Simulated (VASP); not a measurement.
# Sr2Si4Bi (P4/mmm) in VASP: a series of runs, part 2 of 2

VASP 6.6.1. Earlier steps stand in the parts before.

## (3) Single point, PBE+D3(BJ)

This run uses another cell than the first one, of 27.65 Å³/atom.

The input, INCAR:

```
SYSTEM = Sr2Si4Bi
PREC = Accurate
ENCUT = 520
EDIFF = 1E-7
ISMEAR = 0
SIGMA = 0.1
LREAL = .FALSE.
LASPH = .TRUE.
NELM = 60
ALGO = Normal
ISIF = 2
LWAVE = .FALSE.
LCHARG = .TRUE.
GGA = PE
IVDW = 12
LELF = .TRUE.
LVHAR = .TRUE.
NBANDS = 34
```

The input, KPOINTS:

```
Automatic mesh
0
G
  4 4 2
  0 0 0
```

The input, POSCAR:

```
Sr2Si4Bi
1.0
    4.2095238100      0.0000000000      0.0000000000
    0.0000000000      4.2095238100      0.0000000000
    0.0000000000      0.0000000000     10.9216913500
Sr Si Bi
2 4 1
Direct
    0.0000000000      0.0000000000      0.7738058400
    0.0000000000      0.0000000000      0.2261941600
    0.5000000000      0.5000000000      0.8992830000
    0.5000000000      0.5000000000      0.6483286700
    0.5000000000      0.5000000000      0.3516713300
    0.5000000000      0.5000000000      0.1007170000
    0.0000000000      0.0000000000      0.0000000000
```

Potentials or basis: VASP PAW PBE potentials, release 64 (Sr_sv, Si, Bi_d).

Command:

```
$ cat potpaw_PBE.64/Sr_sv/POTCAR potpaw_PBE.64/Si/POTCAR potpaw_PBE.64/Bi_d/POTCAR > POTCAR
$ mpirun -np 1 vasp_std > vasp.out
```

OUTCAR:

```text
SYSTEM = Sr2Si4Bi
   PREC = Accurate
   ENCUT = 520
   EDIFF = 1E-7
   ISMEAR = 0
   LREAL = .FALSE.
   LASPH = .TRUE.
   NELM = 60
   ISIF = 2
   GGA = PE
   IVDW = 12
 IVDW          = 12

 ion  position               nearest neighbor table
   1  0.000  0.000  0.774-   7 2.47   3 3.28   3 3.28   3 3.28   3 3.28   4 3.28   4 3.28   4 3.28
                             4 3.28   2 4.94
   2  0.000  0.000  0.226-   7 2.47   6 3.28   6 3.28   6 3.28   6 3.28   5 3.28   5 3.28   5 3.28
                             5 3.28   1 4.94
   3  0.500  0.500  0.899-   6 2.20   4 2.74   7 3.17   7 3.17   7 3.17   7 3.17   1 3.28   1 3.28
                             1 3.28   1 3.28
   4  0.500  0.500  0.648-   3 2.74   1 3.28   1 3.28   1 3.28   1 3.28
   5  0.500  0.500  0.352-   6 2.74   2 3.28   2 3.28   2 3.28   2 3.28
   6  0.500  0.500  0.101-   3 2.20   5 2.74   7 3.17   7 3.17   7 3.17   7 3.17   2 3.28   2 3.28
                             2 3.28   2 3.28
   7  0.000  0.000  0.000-   1 2.47   2 2.47   3 3.17   6 3.17   3 3.17   6 3.17   3 3.17   6 3.17
                             3 3.17   6 3.17

  LATTYP: Found a simple tetragonal cell.
 ALAT       =     4.2095238100
 C/A-ratio  =     2.5945194381

  Lattice vectors:

 A1 = (   4.2095238100,   0.0000000000,   0.0000000000)
 A2 = (   0.0000000000,   4.2095238100,   0.0000000000)
 A3 = (   0.0000000000,   0.0000000000,  10.9216913500)

Analysis of symmetry for initial positions (statically):
=====================================================================
 Subroutine PRICEL returns:
 Original cell was already a primitive cell.

 Routine SETGRP: Setting up the symmetry group for a
 simple tetragonal supercell.

 Subroutine GETGRP returns: Found 16 space group operations
 (whereof 16 operations were pure point group operations)
 out of a pool of 16 trial point group operations.

The static configuration has the point symmetry D_4h.

Analysis of symmetry for dynamics (positions and initial velocities):
=====================================================================
 Subroutine PRICEL returns:
 Original cell was already a primitive cell.

 Routine SETGRP: Setting up the symmetry group for a
 simple tetragonal supercell.

 Subroutine GETGRP returns: Found 16 space group operations
 (whereof 16 operations were pure point group operations)
 out of a pool of 16 trial point group operations.

The dynamic configuration has the point symmetry D_4h.

 Subroutine INISYM returns: Found 16 space group operations
 (whereof 16 operations are pure point group operations),
 and found     1 'primitive' translations

----------------------------------------------------------------------------------------

                                     Primitive cell

  volume of cell :     193.5334

  direct lattice vectors                    reciprocal lattice vectors
     4.209523810  0.000000000  0.000000000     0.237556561  0.000000000  0.000000000
     0.000000000  4.209523810  0.000000000     0.000000000  0.237556561  0.000000000
     0.000000000  0.000000000 10.921691350     0.000000000  0.000000000  0.091560910

  length of vectors
     4.209523810  4.209523810 10.921691350     0.237556561  0.237556561  0.091560910

  position of ions in fractional coordinates (direct lattice)
     0.000000000  0.000000000  0.773805840
     0.000000000  0.000000000  0.226194160
     0.500000000  0.500000000  0.899283000
[... 53 lines left out ...]
  0.500000  0.250000  0.500000      4.000000
  0.500000  0.500000  0.500000      1.000000
   k-points           NKPTS =     12   k-points in BZ     NKDIM =     12   number of bands    NBANDS=     34
   number of dos      NEDOS =    301   number of ions     NIONS =      7
   total plane-waves  NPLWV =  86016
   dimension x,y,z NGX =    32 NGY =   32 NGZ =   84
   dimension x,y,z NGXF=    64 NGYF=   64 NGZF=  168
   ions per type =               2   4   1
   NGX,Y,Z   is equivalent  to a cutoff of  12.64, 12.64, 12.79 a.u.
   NGXF,Y,Z  is equivalent  to a cutoff of  25.28, 25.28, 25.57 a.u.
 SYSTEM =  Sr2Si4Bi
   PREC   = accura    normal or accurate (medium, high low for compatibility)
   ISTART =      0    job   : 0-new  1-cont  2-samecut
   ICHARG =      2    charge: 1-file 2-atom 10-const
   ISPIN  =      1    spin polarized calculation?
   LNONCOLLINEAR =      F non collinear calculations
   LSORBIT =      F    spin-orbit coupling
   LASPH  =      T    aspherical Exc in radial PAW
   ENCUT  =  520.0 eV  38.22 Ry    6.18 a.u.   7.83  7.83 20.31*2*pi/ulx,y,z
   NELM   =     60;   NELMIN=  2; NELMDL= -5     # of ELM steps
   EDIFF  = 0.1E-06   stopping-criterion for ELM
   LREAL  =      F    real-space projection
   EDIFFG = 0.1E-05   stopping-criterion for IOM
   NSW    =      0    number of steps for IOM
   IBRION =     -1    ionic relax: 0-MD 1-quasi-New 2-CG
   NFREE  =      0    steps in history (QN), initial steepest desc. (CG)
   ISIF   =      2    stress and relaxation
   ISYM   =      2    0-nonsym 1-usesym 2-fastsym
   POTIM  = 0.5000    time-step for ionic-motion
   TEBEG  =    0.0;   TEEND  =   0.0 temperature during run
   PSTRESS=    0.0 pullay stress
   NELECT =      51.0000    total number of electrons
   NUPDOWN=      -1.0000    fix difference up-down
   EMIN   =  10.00;   EMAX   =-10.00  energy-range for DOS
   EFERMI =   0.00;   METHOD = LEGACY
   ISMEAR =     0;   SIGMA  =   0.10  broadening in eV -4-tet -1-fermi 0-gaus
   EFERMI_NEDOS =   21; number of points for ismear=-14 and -15
   IALGO  =     38    algorithm
   IMIX   =      4    mixing-type and parameters
     AMIX     =   0.40;   BMIX     =  1.00
     AMIX_MAG =   1.60;   BMIX_MAG =  1.00
  volume/ion in A,a.u.               =      27.65       186.58
  Fermi-wavevector in a.u.,A,eV,Ry     =   1.049574  1.983407 14.988246  1.101605
  Thomas-Fermi vector in A             =   2.184542
   LORBIT       =      0    0 simple, 1 ext, 2 COOP (PROOUT), +10 PAW based schemes
   GGA     = PE    functional components
   LHFCALC =     F    Hartree Fock is set to
   AEXX    =    0.0000 exact exchange contribution
   IVDW    =    12    specifies the selected vdW correction
   LEPSILON=     F    determine dielectric tensor
   LRPA    =     F    only Hartree local field effects (RPA)
 non-spin polarized calculation
 Gauss-broadening in eV      SIGMA  =   0.10
  energy-cutoff  :      520.00
  volume of cell :      193.53
 maximum number of plane-waves:      5244
 NGX is ok and might be reduce to    32
   NGX = 15   NGY = 15   NGZ = 41

 number of electron      50.9999995 magnetization

 Free energy of the ion-electron system (eV)
  ---------------------------------------------------
  ext. energy  EPLUGINS =         0.00000000
  ---------------------------------------------------
  free energy    TOTEN  =       -21.77759302 eV

  energy without entropy =      -21.75704909  energy(sigma->0) =      -21.76732105

 E-fermi :   4.1301     XC(G=0):  -8.9722

 val. band max:        4.0431103842   @ k =   0.2500   0.0000   0.0000
 cond. band min:       4.1683548570   @ k =   0.2500   0.0000   0.5000
 fundamental gap:      0.1252444728
 Fermi energy:         4.1300683726

 k-point     1 :       0.0000    0.0000    0.0000
  band No.  band energies     occupation
      1     -30.7235      2.00000
      2     -30.6889      2.00000
      3     -19.6423      2.00000
      4     -19.1726      2.00000
      5     -19.1726      2.00000
      6     -18.8651      2.00000
[... 433 lines left out ...]
     33       8.9378      0.00000
     34       8.9638      0.00000

------------------------ aborting loop because EDIFF is reached ----------------------------------------

 Edisp (eV)   -2.26771

 E8    (eV) :    -1.0837

  FORCE on cell =-STRESS in cart. coord.  units (eV):
  Direction    XX          YY          ZZ          XY          YZ          ZX
  --------------------------------------------------------------------------------------
  -------------------------------------------------------------------------------------
  Total      -2.04662    -2.04662    36.83017     0.00000     0.00000     0.00000
  in kB     -16.94304   -16.94304   304.90073     0.00000     0.00000     0.00000
  external pressure =       90.34 kB  Pullay stress =        0.00 kB

 VOLUME and BASIS-vectors are now :
 -----------------------------------------------------------------------------
  energy-cutoff  :      520.00
  volume of cell :      193.53
      direct lattice vectors                 reciprocal lattice vectors
     4.209523810  0.000000000  0.000000000     0.237556561  0.000000000  0.000000000
     0.000000000  4.209523810  0.000000000     0.000000000  0.237556561  0.000000000
     0.000000000  0.000000000 10.921691350     0.000000000  0.000000000  0.091560910

 POSITION                                       TOTAL-FORCE (eV/Angst)
 -----------------------------------------------------------------------------------
      0.00000      0.00000      8.45127        -0.000000     -0.000000     -8.927552
      0.00000      0.00000      2.47042         0.000000      0.000000      8.927552
      2.10476      2.10476      9.82169         0.000000      0.000000     -2.407556
      2.10476      2.10476      7.08085        -0.000000     -0.000000      0.503969
      2.10476      2.10476      3.84085         0.000000      0.000000     -0.503969
      2.10476      2.10476      1.10000        -0.000000      0.000000      2.407556
      0.00000      0.00000      0.00000        -0.000000     -0.000000     -0.000000
 -----------------------------------------------------------------------------------
    total drift:                               -0.000000     -0.000000     -0.000000

  FREE ENERGIE OF THE ION-ELECTRON SYSTEM (eV)
  ---------------------------------------------------
  free  energy   TOTEN  =       -24.0452984350 eV

  energy  without entropy=      -24.0247545042  energy(sigma->0) =      -24.03502647
```

Wall time 52 s (1 thread of Intel Xeon 6975P-C (Granite Rapids), shared host); peak memory 0.32 GiB.

Results:

```yaml
Free_energy: -24.0453 eV
Pressure: 9.0 GPa
Largest_force: 8.928 eV/Å
Band_gap_on_the_k_mesh: zero (an odd number of electrons rules out a gap without spin polarisation)
Dispersion_energy_per_atom: -0.324 eV
```

Forces on the atoms (eV/Å):
```
Sr   0.000  0.000 -8.928
Sr   0.000  0.000  8.928
Si   0.000  0.000 -2.408
Si   0.000  0.000  0.504
Si   0.000  0.000 -0.504
Si   0.000  0.000  2.408
Bi   0.000  0.000  0.000
```

Caveat: the k points lie up to 0.37 Å⁻¹ apart, too coarse for converged energies and pressures of a metal; spin-orbit coupling is left out, which moves the levels of the heavy elements; forces of over 1 eV/Å act on the atoms, so gaps and moduli don't describe the material at rest.
